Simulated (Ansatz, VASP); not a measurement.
# Pt in VASP and in Ansatz

```
Pt
1.0
     0.00000    1.98578    1.98578
     1.98578    0.00000    1.98578
     1.98578    1.98578    0.00000
Pt
1
Direct
  0.00000 0.00000 0.00000
```

Alike in both runs: task single point; functional PBE; k mesh 14 × 14 × 14; occupations methfessel-paxton of order 1, width 0.6 eV; no spin polarisation.

|  | VASP | Ansatz |
| --- | --- | --- |
| version | VASP 6.6.1 | Ansatz 0.2.0 |
| potentials or method | VASP PAW PBE potentials, release 64 (Pt), cutoff 520 eV | plane waves (420 eV) with PAW, scalar-relativistic |
| valence electrons in the cell | 10 | 18 |

|  | VASP | Ansatz | Ansatz less VASP |
| --- | --- | --- | --- |
| pressure (GPa) | -0.6 | -0.1 | +0.48 |

VASP's potentials hold 10 valence electrons a cell and Ansatz's 18, so a difference there can come from the potentials and not from the codes.

Spin-orbit coupling is off throughout.
